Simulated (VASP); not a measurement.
NaI:

```
Na I
1.0
     3.77652    0.00000    0.00000
     0.00000    3.77652    0.00000
     0.00000    0.00000    3.77652
Na I
1 1
Cartesian
  0.0000 0.0000 0.0000
  1.8883 1.8883 1.8883
```

| Property | Result |
| --- | --- |
| Program | VASP 6.6.1 |
| Task | relaxation of cell and atoms |
| Functional | PBE |
| Potentials or basis | VASP PAW PBE potentials, release 64 (Na_pv, I) |
| Cutoff | 600 eV |
| k mesh | 6 × 6 × 6 |
| Occupations | fermi-dirac, width 0.02 eV |
| Spin | no spin polarisation |

At the start: pressure 6.2 GPa; volume 26.93 Å³/atom.

Task: Where does the relaxation end?

Result: Over 6 steps the energy falls by 103.0 meV/atom and the volume is 33.56 Å³/atom (+24.6 %); space group Pm-3m (No. 221, to 0.1 Å) before and after.

The path:
| step | energy change (eV) | largest force (eV/Å) | pressure (GPa) | volume (Å³) |
| --- | --- | --- | --- | --- |
| 1 | 0.0000 | 0.0000 | 6.16 | 53.86 |
| 2 | -0.1858 | 0.0000 | 1.45 | 62.34 |
| 3 | -0.1966 | 0.0000 | -0.78 | 70.80 |
| 4 | -0.2060 | 0.0000 | -0.09 | 67.50 |
| 5 | -0.2061 | 0.0000 | 0.03 | 67.11 |
| 6 | -0.2061 | 0.0000 | 0.01 | 67.11 |

Final structure:
```
Na I
1.0
     4.06377    0.00000    0.00000
     0.00000    4.06377    0.00000
     0.00000    0.00000    4.06377
Na I
1 1
Direct
  0.00000 0.00000 0.00000
  0.50000 0.50000 0.50000
```

Caveat: the volume moved by over 15 % at a fixed basis, so the end points are rough; the structure was generated, so it needn't be the stable form of NaI.
